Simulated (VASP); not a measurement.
# KBr (Pm-3m) in VASP: further runs

The runs below take KBr through single point, with PBE.

Program: VASP 6.6.1. These are calculated values, not measurements. Logs are shortened: lines on timing, memory, paths and dates and some standing lists are left out, and cuts for length are marked.

**1. The cell of the first run**

The structure is cubic, space group Pm-3m (No. 221). Conventional cell: a = 3.909 Å, b = 3.909 Å, c = 3.909 Å, α = 90.00°, β = 90.00°, γ = 90.00°. K (site symmetry m-3m) has 8 Br at 3.39 Å and 6 K at 3.91 Å within 4.5 Å. Within 4.5 Å of Br (site symmetry m-3m) lie 8 K at 3.39 Å and 6 Br at 3.91 Å.

**2. Single point, PBE (volume changed by -5%)**

INCAR

```
SYSTEM = KBr
PREC = Accurate
ENCUT = 500
EDIFF = 1E-6
ISMEAR = 0
SIGMA = 0.01
LREAL = .FALSE.
LASPH = .TRUE.
NELM = 120
ALGO = Normal
ISIF = 2
LWAVE = .FALSE.
LCHARG = .FALSE.
GGA = PE
NBANDS = 15
GGA_COMPAT = .FALSE.
```

KPOINTS

```
regular mesh
0
G
  4 4 4
  0 0 0
```

POSCAR

```
KBr
1.0
    3.9089135150      0.0000000000      0.0000000000
    0.0000000000      3.9089135150      0.0000000000
    0.0000000000      0.0000000000      3.9089135150
K Br
1 1
Direct
    0.0000000000      0.0000000000      0.0000000000
    0.5000000000      0.5000000000      0.5000000000
```

Potentials or basis: VASP PAW PBE potentials, release 64 (K_sv, Br).

The run is started by

```console
> cat potpaw_PBE.64/K_sv/POTCAR potpaw_PBE.64/Br/POTCAR > POTCAR
> mpirun -np 1 vasp_std > vasp.out
```

OUTCAR:

```text
SYSTEM = KBr
   PREC = Accurate
   ENCUT = 500
   EDIFF = 1E-6
   ISMEAR = 0
   LREAL = .FALSE.
   LASPH = .TRUE.
   NELM = 120
   ISIF = 2
   GGA = PE

 ion  position               nearest neighbor table
   1  0.000  0.000  0.000-
   2  0.500  0.500  0.500-

  LATTYP: Found a simple cubic cell.
 ALAT       =     3.9089135150

  Lattice vectors:

 A1 = (   3.9089135150,   0.0000000000,   0.0000000000)
 A2 = (   0.0000000000,   3.9089135150,   0.0000000000)
 A3 = (   0.0000000000,   0.0000000000,   3.9089135150)

Analysis of symmetry for initial positions (statically):
=====================================================================
 Subroutine PRICEL returns:
 Original cell was already a primitive cell.

 Routine SETGRP: Setting up the symmetry group for a
 simple cubic supercell.

 Subroutine GETGRP returns: Found 48 space group operations
 (whereof 48 operations were pure point group operations)
 out of a pool of 48 trial point group operations.

The static configuration has the point symmetry O_h .

Analysis of symmetry for dynamics (positions and initial velocities):
=====================================================================
 Subroutine PRICEL returns:
 Original cell was already a primitive cell.

 Routine SETGRP: Setting up the symmetry group for a
 simple cubic supercell.

 Subroutine GETGRP returns: Found 48 space group operations
 (whereof 48 operations were pure point group operations)
 out of a pool of 48 trial point group operations.

The dynamic configuration has the point symmetry O_h .

 Subroutine INISYM returns: Found 48 space group operations
 (whereof 48 operations are pure point group operations),
 and found     1 'primitive' translations

----------------------------------------------------------------------------------------

                                     Primitive cell

  volume of cell :      59.7267

  direct lattice vectors                    reciprocal lattice vectors
     3.908913515  0.000000000  0.000000000     0.255825563  0.000000000  0.000000000
     0.000000000  3.908913515  0.000000000     0.000000000  0.255825563  0.000000000
     0.000000000  0.000000000  3.908913515     0.000000000  0.000000000  0.255825563

  length of vectors
     3.908913515  3.908913515  3.908913515     0.255825563  0.255825563  0.255825563

  position of ions in fractional coordinates (direct lattice)
     0.000000000  0.000000000  0.000000000
     0.500000000  0.500000000  0.500000000

  ion indices of the primitive-cell ions
   primitive index   ion index
                 1           1
                 2           2

----------------------------------------------------------------------------------------

 KPOINTS: regular mesh

Automatic generation of k-mesh.
 Grid dimensions read from file:
 generate k-points for:    4    4    4

 Generating k-lattice:

  Cartesian coordinates                     Fractional coordinates (reciprocal lattice)
     0.063956391  0.000000000  0.000000000     0.250000000  0.000000000  0.000000000
     0.000000000  0.063956391  0.000000000     0.000000000  0.250000000  0.000000000
     0.000000000  0.000000000  0.063956391     0.000000000  0.000000000  0.250000000

  Length of vectors
     0.063956391  0.063956391  0.063956391

  Shift w.r.t. Gamma in fractional coordinates (k-lattice)
     0.000000000  0.000000000  0.000000000

 Subroutine IBZKPT returns following result:
 ===========================================

 Found     10 irreducible k-points:

 Following reciprocal coordinates:
            Coordinates               Weight
  0.000000  0.000000  0.000000      1.000000
  0.250000  0.000000  0.000000      6.000000
  0.500000  0.000000  0.000000      3.000000
  0.250000  0.250000  0.000000     12.000000
  0.500000  0.250000  0.000000     12.000000
  0.500000  0.500000  0.000000      3.000000
  0.250000  0.250000  0.250000      8.000000
  0.500000  0.250000  0.250000     12.000000
  0.500000  0.500000  0.250000      6.000000
  0.500000  0.500000  0.500000      1.000000
   k-points           NKPTS =     10   k-points in BZ     NKDIM =     10   number of bands    NBANDS=     15
   number of dos      NEDOS =    301   number of ions     NIONS =      2
   total plane-waves  NPLWV =  27000
   dimension x,y,z NGX =    30 NGY =   30 NGZ =   30
   dimension x,y,z NGXF=    60 NGYF=   60 NGZF=   60
   ions per type =               1   1
   NGX,Y,Z   is equivalent  to a cutoff of  12.76, 12.76, 12.76 a.u.
   NGXF,Y,Z  is equivalent  to a cutoff of  25.52, 25.52, 25.52 a.u.
 SYSTEM =  KBr
   PREC   = accura    normal or accurate (medium, high low for compatibility)
   ISTART =      0    job   : 0-new  1-cont  2-samecut
   ICHARG =      2    charge: 1-file 2-atom 10-const
   ISPIN  =      1    spin polarized calculation?
   LNONCOLLINEAR =      F non collinear calculations
   LSORBIT =      F    spin-orbit coupling
   LASPH  =      T    aspherical Exc in radial PAW
   ENCUT  =  500.0 eV  36.75 Ry    6.06 a.u.   7.13  7.13  7.13*2*pi/ulx,y,z
   NELM   =    120;   NELMIN=  2; NELMDL= -5     # of ELM steps
   EDIFF  = 0.1E-05   stopping-criterion for ELM
   LREAL  =      F    real-space projection
   EDIFFG = 0.1E-04   stopping-criterion for IOM
   NSW    =      0    number of steps for IOM
   IBRION =     -1    ionic relax: 0-MD 1-quasi-New 2-CG
   NFREE  =      0    steps in history (QN), initial steepest desc. (CG)
   ISIF   =      2    stress and relaxation
   ISYM   =      2    0-nonsym 1-usesym 2-fastsym
   POTIM  = 0.5000    time-step for ionic-motion
   TEBEG  =    0.0;   TEEND  =   0.0 temperature during run
   PSTRESS=    0.0 pullay stress
   NELECT =      16.0000    total number of electrons
   NUPDOWN=      -1.0000    fix difference up-down
   EMIN   =  10.00;   EMAX   =-10.00  energy-range for DOS
   EFERMI =   0.00;   METHOD = LEGACY
   ISMEAR =     0;   SIGMA  =   0.01  broadening in eV -4-tet -1-fermi 0-gaus
   EFERMI_NEDOS =   21; number of points for ismear=-14 and -15
   IALGO  =     38    algorithm
   IMIX   =      4    mixing-type and parameters
     AMIX     =   0.40;   BMIX     =  1.00
     AMIX_MAG =   1.60;   BMIX_MAG =  1.00
  volume/ion in A,a.u.               =      29.86       201.53
  Fermi-wavevector in a.u.,A,eV,Ry     =   1.055339  1.994302 15.153366  1.113741
  Thomas-Fermi vector in A             =   2.190534
   LORBIT       =      0    0 simple, 1 ext, 2 COOP (PROOUT), +10 PAW based schemes
   GGA     = PE    functional components
   LHFCALC =     F    Hartree Fock is set to
   AEXX    =    0.0000 exact exchange contribution
   IVDW    =     0    specifies the selected vdW correction
   LEPSILON=     F    determine dielectric tensor
   LRPA    =     F    only Hartree local field effects (RPA)
 non-spin polarized calculation
 Gauss-broadening in eV      SIGMA  =   0.01
  energy-cutoff  :      500.00
  volume of cell :       59.73
 maximum number of plane-waves:      1568
 NGX is ok and might be reduce to    30
   NGX = 15   NGY = 15   NGZ = 15

 number of electron      16.0000001 magnetization

 Free energy of the ion-electron system (eV)
  ---------------------------------------------------
  ext. energy  EPLUGINS =         0.00000000
  ---------------------------------------------------
  free energy    TOTEN  =        -6.03621467 eV

  energy without entropy =       -6.03621467  energy(sigma->0) =       -6.03621467

 E-fermi :  -0.1174     XC(G=0):  -8.2551

 val. band max:       -0.2246101114   @ k =   0.5000   0.5000   0.0000
 cond. band min:       3.9709369822   @ k =   0.0000   0.0000   0.0000
 fundamental gap:      4.1955470935
 Fermi energy:        -0.1174473985

 k-point     1 :       0.0000    0.0000    0.0000
  band No.  band energies     occupation
      1     -28.7726      2.00000
      2     -13.2218      2.00000
      3     -12.1880      2.00000
      4     -12.1880      2.00000
      5     -12.1880      2.00000
      6      -0.5193      2.00000
      7      -0.5193      2.00000
      8      -0.5193      2.00000
      9       3.9709      0.00000
     10       5.4826      0.00000
     11       5.4826      0.00000
     12       9.6327      0.00000
     13       9.6327      0.00000
     14       9.6327      0.00000
     15      12.4392      0.00000

 k-point     2 :       0.2500    0.0000    0.0000
  band No.  band energies     occupation
      1     -28.7646      2.00000
      2     -13.3168      2.00000
      3     -12.1737      2.00000
      4     -12.1737      2.00000
      5     -12.0783      2.00000
      6      -1.6670      2.00000
      7      -0.5159      2.00000
      8      -0.5159      2.00000
      9       5.2224      0.00000
     10       5.9886      0.00000
     11       6.8496      0.00000
     12       9.5285      0.00000
     13       9.5285      0.00000
     14       9.8985      0.00000
     15      10.5232      0.00000

 k-point     3 :       0.5000    0.0000    0.0000
  band No.  band energies     occupation
      1     -28.7566      2.00000
      2     -13.4087      2.00000
      3     -12.1594      2.00000
      4     -12.1594      2.00000
      5     -11.9636      2.00000
      6      -2.4898      2.00000
      7      -0.5139      2.00000
      8      -0.5139      2.00000
      9       6.6516      0.00000
     10       6.9443      0.00000
     11       7.9820      0.00000
     12       8.6865      0.00000
     13       9.7316      0.00000
     14       9.7316      0.00000
     15      10.2293      0.00000
[... 91 lines left out ...]
 k-point     9 :       0.5000    0.5000    0.2500
  band No.  band energies     occupation
      1     -28.7349      2.00000
      2     -12.8216      2.00000
      3     -12.3613      2.00000
      4     -12.3613      2.00000
      5     -12.2384      2.00000
      6      -1.8656      2.00000
      7      -1.8656      2.00000
      8      -1.1853      2.00000
      9       5.9553      0.00000
     10       7.5781      0.00000
     11       7.5781      0.00000
     12       8.0676      0.00000
     13      10.1602      0.00000
     14      10.1602      0.00000
     15      11.2911      0.00000

 k-point    10 :       0.5000    0.5000    0.5000
  band No.  band energies     occupation
      1     -28.7280      2.00000
      2     -12.7366      2.00000
      3     -12.3360      2.00000
      4     -12.3360      2.00000
      5     -12.3360      2.00000
      6      -1.9194      2.00000
      7      -1.9194      2.00000
      8      -1.9194      2.00000
      9       7.3972      0.00000
     10       7.3972      0.00000
     11       7.3972      0.00000
     12       9.5848      0.00000
     13       9.5848      0.00000
     14       9.5848      0.00000
     15      11.3015      0.00000

------------------------ aborting loop because EDIFF is reached ----------------------------------------

  FORCE on cell =-STRESS in cart. coord.  units (eV):
  Direction    XX          YY          ZZ          XY          YZ          ZX
  --------------------------------------------------------------------------------------
  -------------------------------------------------------------------------------------
  Total        0.7663335      0.7663335      0.7663335     -0.0000000      0.0000000     -0.0000000
  in kB       20.5570224     20.5570224     20.5570224     -0.0000000      0.0000000     -0.0000000
  external PRESSURE =      20.5570224 kB  Pullay stress =       0.0000000 kB

 VOLUME and BASIS-vectors are now :
 -----------------------------------------------------------------------------
  energy-cutoff  :      500.00
  volume of cell :       59.73
      direct lattice vectors                 reciprocal lattice vectors
     3.908913515  0.000000000  0.000000000     0.255825563  0.000000000  0.000000000
     0.000000000  3.908913515  0.000000000     0.000000000  0.255825563  0.000000000
     0.000000000  0.000000000  3.908913515     0.000000000  0.000000000  0.255825563

 POSITION                                       TOTAL-FORCE (eV/Angst)
 -----------------------------------------------------------------------------------
      0.00000      0.00000      0.00000         0.000000      0.000000      0.000000
      1.95446      1.95446      1.95446         0.000000      0.000000      0.000000
 -----------------------------------------------------------------------------------
    total drift:                                0.000000      0.000000     -0.000000

  FREE ENERGIE OF THE ION-ELECTRON SYSTEM (eV)
  ---------------------------------------------------
  free  energy   TOTEN  =        -6.0362146701 eV

  energy  without entropy=       -6.0362146701  energy(sigma->0) =       -6.03621467
```

Wall time 12 s (1 thread of Intel Xeon Platinum 8488C (Sapphire Rapids), shared host); peak memory 0.16 GiB.

Results:

* Free energy: -6.0362 eV
* Pressure: 2.1 GPa
* Band gap on the k mesh: 4.20 eV, indirect (least direct gap 4.49 eV)

 A k mesh can miss the band edges.

[end of part 1 of 2]
